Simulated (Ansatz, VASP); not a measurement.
# NaTa3O3 in VASP and in Ansatz

```
Na Ta O
1.0
     2.92338    0.00000    0.00000
    -1.46169    2.53172    0.00000
     0.00000    0.00000   11.86553
Na Ta O
1 3 3
Direct
  0.00000 0.00000 0.99515
  0.66667 0.33333 0.45834
  0.00000 0.00000 0.73511
  0.00000 0.00000 0.24683
  0.33333 0.66667 0.62109
  0.33333 0.66667 0.84698
  0.66667 0.33333 0.13050
```

Alike in both runs: task relaxation of cell and atoms; functional PBE; k mesh 12 × 12 × 4; occupations gaussian, width 0.1 eV; no spin polarisation.

```csv
,VASP,Ansatz
version,VASP 6.6.1,Ansatz 0.2.0
potentials or method,"VASP PAW PBE potentials, release 64 (Na_pv, Ta_pv, O), cutoff 600 eV","scalar-relativistic, plane waves, PAW"
valence electrons in the cell,58,66
```

|  | VASP | Ansatz | Ansatz less VASP |
| --- | --- | --- | --- |
| gap on the k mesh at the Fermi level, each at its own relaxed structure (eV) | none | none | - |
| relaxed volume (Å³/atom) | 12.56 | 12.55 | -0.010 |
| relaxed length of the cell vector where the two differ most in proportion (Å) | 2.927 | 2.926 | -0.0010 |

A gap of «none» marks a metal or a gap that the smearing closes. VASP's potentials hold 58 valence electrons a cell and Ansatz's 66, so a difference there can come from the potentials and not from the codes.

Neither program's run includes spin-orbit coupling.
